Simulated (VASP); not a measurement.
Runs of VASP 6.6.1 on CdSe. The structure is that of space group I-4m2 (No. 119), or close to it. The cells are those of the table. 

| cell | gap on the mesh (eV) | pressure (GPa) |
| --- | --- | --- |
| a = 4.521, b = 4.301 Å, angles 61.6, 56.8, 61.6°, 2 atoms | 0.16 | -3.9 |
| a = 4.092, b = 4.301 Å, angles 58.3, 63.4, 58.3°, 2 atoms | 0.49 | (c) |
| a = 3.992, b = 4.301 Å, angles 57.4, 65.2, 57.4°, 2 atoms | 0.52 | (a) |
| a = 4.635, b = 4.301 Å, angles 62.4, 55.3, 62.4°, 2 atoms | none | -5.3 |
| a = 4.195, b = 4.301 Å, angles 59.2, 61.7, 59.2°, 2 atoms | 0.48 | (b) |

Alike in all rows: task single point; level PBEsol; potentials or basis VASP PAW PBE potentials, release 64 (Cd, Se); no spin polarisation; k mesh 10 × 10 × 10; cutoff (eV) 520; smearing gaussian 0.05 eV.

Fill in the values left out.

(a) 11.9; (b) 3.3; (c) 7.1.

Caveats: the PAW data sets were made with another functional, which shifts forces and pressure a little.

A k mesh can miss the band edges, and the runs leave out spin-orbit coupling on Cd, Se.

A gap of «none» marks levels without a gap at the run's occupations.
